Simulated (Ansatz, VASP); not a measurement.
Si in VASP and in Ansatz

```xyz
2
Lattice="0.0000 2.3275 2.3275 2.3275 0.0000 2.3275 2.3275 2.3275 0.0000" Properties=species:S:1:pos:R:3 pbc="T T T"
Si   -0.5819   -0.5819   -0.5819
Si    0.5819    0.5819    0.5819
```

Change from the starting cell: volume scaled by 0.64, PAW files.

Alike in both runs: task single point; functional LDA; k mesh 13 × 13 × 13; occupations fermi-dirac, width 0.1 eV; no spin polarisation.

```csv
,VASP,Ansatz
version,VASP 6.6.1,Ansatz 0.2.0
potentials or method,"VASP PAW LDA potentials, release 64 (Si)","PAW with Ansatz's default frozen-core files, scalar-relativistic"
plane-wave cutoff (eV),520,420
valence electrons in the cell,8,8
```

Ansatz gave:

- pressure (GPa): 103.7

**Question.** Which values does VASP return?

**Answer.** Pressure (GPa): 104.2.

LDA's correlation is that of Perdew and Zunger in VASP and of Perdew and Wang (1992) in Ansatz. Both programs put the cell under a high pressure, so it lies far from rest at this level.

Noted on VASP's run: the cell as given lies far from equilibrium.
